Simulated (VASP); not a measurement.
A run of VASP 6.6.1:

Contents of POSCAR:

```
ZnS
1.0
    3.7854220481      0.0000000000      0.0000000000
   -1.8927110241      3.2782716577      0.0000000000
    0.0000000000      0.0000000000      6.1921598132
Zn S
2 2
Direct
    0.6666666667      0.3333333333      0.5000000000
    0.3333333333      0.6666666667      0.0000000000
    0.6666666667      0.3333333333      0.8850000000
    0.3333333333      0.6666666667      0.3850000000
```

INCAR.step1

```
SYSTEM = ZnS
ALGO = Normal ; EDIFF = 1E-4
ENCUT = 520 ; GGA = PE
ISMEAR = -1 ; LASPH = .True.
LCHARG = .False. ; LREAL = .False.
LWAVE = .True. ; NBANDS = 26
NELM = 80 ; PREC = Accurate
SIGMA = 0.05
```

INCAR.step2

```
SYSTEM = ZnS
ALGO = Normal ; EDIFF = 1E-6
ENCUT = 520 ; ISIF = 2
ISMEAR = -1 ; ISTART = 1
IVDW = 13 ; LASPH = .True.
LCHARG = .False. ; LMIXTAU = .True.
LREAL = .False. ; LWAVE = .False.
METAGGA = R2SCAN ; NBANDS = 26
NELM = 80 ; PREC = Accurate
SIGMA = 0.05 ; VDW_A1 = 0.51559235
VDW_A2 = 5.77342911 ; VDW_S6 = 1.0
VDW_S8 = 0.6018749
```

Contents of KPOINTS:

```
k-points
0
Gamma
  8 8 5
  0 0 0
```

Potentials or basis: VASP PAW PBE potentials, release 64 (Zn, S).

Command:

```sh
$ cat potpaw_PBE.64/Zn/POTCAR potpaw_PBE.64/S/POTCAR > POTCAR
$ cp INCAR.step1 INCAR
$ mpirun -np 1 vasp_std > vasp.out
$ cp INCAR.step2 INCAR
$ mpirun -np 1 vasp_std > vasp.out
```

Hardware: 1 thread of Intel(R) Xeon(R) Platinum 8259CL CPU @ 2.50GHz (Skylake/Cascade Lake) (shared host).

Question: Estimate the wall time of this run.

Answer: Wall time 2.6 min on 1 thread of Intel(R) Xeon(R) Platinum 8259CL CPU @ 2.50GHz (Skylake/Cascade Lake), with other jobs on the host, peak memory 0.22 GiB. Counts: k points 30.
